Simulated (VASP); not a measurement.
The system is Al.

```
Al
1.0
    -1.58054    1.58054    1.58054
     1.58054   -1.58054    1.58054
     1.58054    1.58054   -1.58054
Al
1
Direct
  0.00000 0.00000 0.00000
```

Program: VASP 6.6.1. Alike in all runs: task single point; cell as given; cutoff (eV) 520.

Order these runs on this cell by their pressure, lowest first.
A. level PBE0; potentials or basis VASP PAW PBE potentials, release 64 (Al); spin off; k mesh 6 × 6 × 6; smearing fermi-dirac 0.05 eV; grid for exact exchange (PRECFOCK) Normal
B. level LDA; potentials or basis VASP PAW LDA potentials, release 64 (Al); spin off; k mesh 12 × 12 × 12; smearing fermi-dirac 0.05 eV
C. level PBE; potentials or basis VASP PAW PBE potentials, release 64 (Al); spin collinear, ferromagnetic start; fixed moment (μB) 1.0; k mesh 12 × 12 × 12; smearing fermi-dirac 0.1 eV

B (2.2 GPa), A (5.1 GPa), C (13.0 GPa).

Caveats: some runs use coarse meshes; the PAW data sets were made with another functional, which shifts forces and pressure a little (some runs); the total moment is fixed, so each spin has its own Fermi level (some runs).
